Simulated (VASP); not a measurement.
# NaH (Pm-3m) in VASP: vibrations by perturbation theory with PBEsol

Aim: the vibrations by perturbation theory of NaH with PBEsol.

Everything below comes from runs of VASP 6.6.1. Logs are shortened: lines on timing, memory, paths and dates and some standing lists are left out, and cuts for length are marked.

**1. The cell of the first run**

Symmetry: Pm-3m, No. 221, cubic system. Conventional cell: a = 2.938 Å, b = 2.938 Å, c = 2.938 Å, α = 90.00°, β = 90.00°, γ = 90.00°. Na (site symmetry m-3m) has 8 H at 2.54 Å and 6 Na at 2.94 Å within 3.4 Å. Within 3.4 Å of H (site symmetry m-3m) lie 8 Na at 2.54 Å and 6 H at 2.94 Å.

**2. Vibrations by perturbation theory, PBEsol**

Input file INCAR:

```
PREC     = Accurate       # precision mode
ENCUT    = 520            # plane-wave cutoff, eV
EDIFF    = 1E-8           # SCF threshold, eV
ISMEAR   = 0              # smearing method
SIGMA    = 0.01           # smearing width, eV
LREAL    = F              # projectors in reciprocal space
LASPH    = T              # aspherical terms in the spheres
NELM     = 60             # most SCF steps
ALGO     = Normal         # electronic algorithm
ISIF     = 2              # what is computed and relaxed
LWAVE    = F              # write WAVECAR
LCHARG   = T              # write CHGCAR
GGA      = PS             # functional
IBRION   = 8              # ionic algorithm
NSW      = 1              # ionic steps
LEPSILON = T              # dielectric tensor by DFPT
```

Input file KPOINTS:

```
regular mesh
0
Gamma
  8 8 8
```

Input file POSCAR:

```
NaH
1.0
    2.9379982378      0.0000000000      0.0000000000
    0.0000000000      2.9379982378      0.0000000000
    0.0000000000      0.0000000000      2.9379982378
Na H
1 1
Direct
    0.0000000000      0.0000000000      0.0000000000
    0.5000000000      0.5000000000      0.5000000000
```

Potentials or basis: VASP PAW PBE potentials, release 64 (Na_pv, H).

Run with:

```console
cat potpaw_PBE.64/Na_pv/POTCAR potpaw_PBE.64/H/POTCAR > POTCAR
mpirun -np 1 vasp_std > vasp.out
```

OUTCAR:

```text
PREC = Accurate
   ENCUT = 520
   EDIFF = 1E-8
   ISMEAR = 0
   LREAL = F
   LASPH = T
   NELM = 60
   ISIF = 2
   GGA = PS
   IBRION = 8
   NSW = 1
   LEPSILON = T

 ion  position               nearest neighbor table
   1  0.000  0.000  0.000-
   2  0.500  0.500  0.500-

  LATTYP: Found a simple cubic cell.
 ALAT       =     2.9379982378

  Lattice vectors:

 A1 = (   2.9379982378,   0.0000000000,   0.0000000000)
 A2 = (   0.0000000000,   2.9379982378,   0.0000000000)
 A3 = (   0.0000000000,   0.0000000000,   2.9379982378)

Analysis of symmetry for initial positions (statically):
=====================================================================
 Subroutine PRICEL returns:
 Original cell was already a primitive cell.

 Routine SETGRP: Setting up the symmetry group for a
 simple cubic supercell.

 Subroutine GETGRP returns: Found 48 space group operations
 (whereof 48 operations were pure point group operations)
 out of a pool of 48 trial point group operations.

The static configuration has the point symmetry O_h .

Analysis of symmetry for dynamics (positions and initial velocities):
=====================================================================
 Subroutine PRICEL returns:
 Original cell was already a primitive cell.

 Routine SETGRP: Setting up the symmetry group for a
 simple cubic supercell.

 Subroutine GETGRP returns: Found 48 space group operations
 (whereof 48 operations were pure point group operations)
 out of a pool of 48 trial point group operations.

The dynamic configuration has the point symmetry O_h .

 Subroutine INISYM returns: Found 48 space group operations
 (whereof 48 operations are pure point group operations),
 and found     1 'primitive' translations

----------------------------------------------------------------------------------------

                                     Primitive cell

  volume of cell :      25.3603

  direct lattice vectors                    reciprocal lattice vectors
     2.937998238  0.000000000  0.000000000     0.340367801  0.000000000  0.000000000
     0.000000000  2.937998238  0.000000000     0.000000000  0.340367801  0.000000000
     0.000000000  0.000000000  2.937998238     0.000000000  0.000000000  0.340367801

  length of vectors
     2.937998238  2.937998238  2.937998238     0.340367801  0.340367801  0.340367801

  position of ions in fractional coordinates (direct lattice)
     0.000000000  0.000000000  0.000000000
     0.500000000  0.500000000  0.500000000

  ion indices of the primitive-cell ions
   primitive index   ion index
                 1           1
                 2           2

----------------------------------------------------------------------------------------

 KPOINTS: regular mesh

Automatic generation of k-mesh.
 Grid dimensions read from file:
 generate k-points for:    8    8    8
[... 412 lines left out ...]
           3.619332     0.000000    -0.000000
           0.000000     3.619332     0.000000
          -0.000000     0.000000     3.619332
 ------------------------------------------------------

 Free energy of the ion-electron system (eV)
  ---------------------------------------------------
  ---------------------------------------------------
  free energy    TOTEN  =        -0.20039047 eV

  energy without entropy =       -0.20039047

------------------------ aborting loop because EDIFF is reached ----------------------------------------

--------------------------------------- Ionic step        2  -------------------------------------------

------------------------ aborting loop because EDIFF is reached ----------------------------------------

--------------------------------------- Ionic step        3  -------------------------------------------

------------------------ aborting loop because EDIFF is reached ----------------------------------------

 PIEZOELECTRIC TENSOR FIELD DIRECTION 3  (e Angst)
 -----------------------------------------------------------------------------
    -0.00045  0.00000 -0.00000           ( -0.00001  0.00000 -0.00000)
     0.00000 -0.00045  0.00000           (  0.00000 -0.00001  0.00000)
    -0.00000  0.00000  0.00100           ( -0.00000  0.00000 -0.00000)

 PIEZOELECTRIC TENSOR FIELD DIRECTION 3  (C/m^2)
 -----------------------------------------------------------------------------
    -0.00029  0.00000 -0.00000
     0.00000 -0.00029  0.00000
    -0.00000  0.00000  0.00063

--------------------------------------- Ionic step        4  -------------------------------------------

------------------------ aborting loop because EDIFF is reached ----------------------------------------

[... ionic steps 5 to 6 ...]

--------------------------------------- Ionic step        7  -------------------------------------------

 Free energy of the ion-electron system (eV)
  ---------------------------------------------------
  ---------------------------------------------------
  free energy    TOTEN  =        -0.01683742 eV

  energy without entropy =       -0.01683742

------------------------ aborting loop because EDIFF is reached ----------------------------------------

 INTERNAL STRAIN TENSOR  FOR ION    2  DIRECTION 1   (eV/Angst):
 -----------------------------------------------------------------------------
    -0.00840 -0.00000  0.00000
    -0.00000  0.00285  0.00000
    -0.00000  0.00000  0.00285

 MACROSCOPIC STATIC DIELECTRIC TENSOR (including local field effects in DFT)
 ------------------------------------------------------
           3.493874     0.000000     0.000000
           0.000000     3.493874    -0.000000
           0.000000     0.000000     3.493874
 ------------------------------------------------------

 PIEZOELECTRIC TENSOR (including local field effects)  for field in x, y, z        (e  Angst)
          XX          YY          ZZ          XY          YZ          ZX
  --------------------------------------------------------------------------------
  x     0.00000     0.00000     0.00000     0.00000     0.00000     0.00000
  y     0.00000     0.00000     0.00000     0.00000     0.00000     0.00000
  z     0.00000     0.00000     0.00000     0.00000     0.00000     0.00000

 PIEZOELECTRIC TENSOR (including local field effects)  for field in x, y, z        (C/m^2)
          XX          YY          ZZ          XY          YZ          ZX
  --------------------------------------------------------------------------------
  x     0.00000     0.00000     0.00000     0.00000     0.00000     0.00000
  y     0.00000     0.00000     0.00000     0.00000     0.00000     0.00000
  z     0.00000     0.00000     0.00000     0.00000     0.00000     0.00000

 BORN EFFECTIVE CHARGES (including local field effects) (in |e|, cummulative output)
 ---------------------------------------------------------------------------------
 ion    1
    1     1.00094     0.00000     0.00000
    2     0.00000     1.00094    -0.00000
    3    -0.00000     0.00000     1.00094
 ion    2
    1    -1.00094    -0.00000    -0.00000
    2    -0.00000    -1.00094     0.00000
    3     0.00000    -0.00000    -1.00094

 INTERNAL STRAIN TENSOR FOR ION    2 for displacements in x,y,z  (eV/Angst):
          X           Y           Z          XY          YZ          ZX
  --------------------------------------------------------------------------------
  x     0.00000     0.00000     0.00000     0.00000     0.00000     0.00000
  y     0.00000     0.00000     0.00000     0.00000     0.00000     0.00000
  z     0.00000     0.00000     0.00000     0.00000     0.00000     0.00000

 SECOND DERIVATIVES (NOT SYMMETRIZED)
 ------------------------------------
               1X          1Y          1Z          2X          2Y          2Z
  1X    -0.527123    0.000000    0.000000    0.527123   -0.000000   -0.000000
  1Y     0.000000   -0.527123    0.000000   -0.000000    0.527123   -0.000000
  1Z     0.000000    0.000000   -0.527123   -0.000000   -0.000000    0.527123
  2X     0.494136    0.000000    0.000000   -0.494136   -0.000000   -0.000000
  2Y     0.000000    0.494136   -0.000000   -0.000000   -0.494136    0.000000
  2Z    -0.000000    0.000000    0.494136    0.000000   -0.000000   -0.494136

 Eigenvectors and eigenvalues of the dynamical matrix
 ----------------------------------------------------

   1 f  =   11.241718 THz    70.633795 2PiTHz  374.983338 cm-1    46.491988 meV
             X         Y         Z           dx          dy          dz
      0.000000  0.000000  0.000000    -0.000000   -0.210674   -0.000000
      1.468999  1.468999  1.468999     0.000000    0.977556   -0.000000
[... 21 lines left out ...]
   6 f/i=    0.074785 THz     0.469889 2PiTHz    2.494562 cm-1     0.309286 meV
             X         Y         Z           dx          dy          dz
      0.000000  0.000000  0.000000    -0.012624   -0.137468    0.967760
      1.468999  1.468999  1.468999    -0.002721   -0.029626    0.208563

--------------------------------------------------------------------------------------------------------

 MACROSCOPIC STATIC DIELECTRIC TENSOR IONIC CONTRIBUTION
 ------------------------------------------------------
          13.992405     0.000000    -0.000000
           0.000000    13.992405    -0.000000
          -0.000000    -0.000000    13.992405
 ------------------------------------------------------

 ELASTIC MODULI CONTR FROM IONIC RELAXATION (kBar)
 Direction    XX          YY          ZZ          XY          YZ          ZX
 --------------------------------------------------------------------------------
 XX           0.0000      0.0000      0.0000      0.0000      0.0000      0.0000
 YY           0.0000      0.0000      0.0000      0.0000      0.0000      0.0000
 ZZ           0.0000      0.0000      0.0000      0.0000      0.0000      0.0000
 XY           0.0000      0.0000      0.0000      0.0000      0.0000      0.0000
 YZ           0.0000      0.0000      0.0000      0.0000      0.0000      0.0000
 ZX           0.0000      0.0000      0.0000      0.0000      0.0000      0.0000
 --------------------------------------------------------------------------------

 PIEZOELECTRIC TENSOR IONIC CONTR  for field in x, y, z        (C/m^2)
          XX          YY          ZZ          XY          YZ          ZX
  --------------------------------------------------------------------------------
  x     0.00000     0.00000     0.00000     0.00000     0.00000     0.00000
  y     0.00000     0.00000     0.00000     0.00000     0.00000     0.00000
  z     0.00000     0.00000     0.00000     0.00000     0.00000     0.00000
```

It took 78 s on 1 thread of Intel Xeon Platinum 8259CL at 2.50GHz (Skylake/Cascade Lake), shared host; peak memory 0.17 GiB.

Results:

```yaml
Electronic_dielectric_tensor_diagonal: 3.49
Born_charges_mean_of_the_diagonal: Na +1.00; H -1.00 e
Highest_phonon_frequency_at_Γ_LO-TO_splitting_left_out: 375 cm⁻¹
```

Phonon frequencies in cm⁻¹ (negative: imaginary):
```
              q point           frequencies
(0.000, 0.000, 0.000)  -2 -2 -2 375 375 375
```

Electronic dielectric tensor:
```
3.49 0.00 0.00
0.00 3.49 0.00
0.00 0.00 3.49
```

Born effective charge tensors (e):
atom 1, Na
```
1.00 0.00 0.00
0.00 1.00 0.00
0.00 0.00 1.00
```
atom 2, H
```
-1.00  0.00  0.00
 0.00 -1.00  0.00
 0.00  0.00 -1.00
```
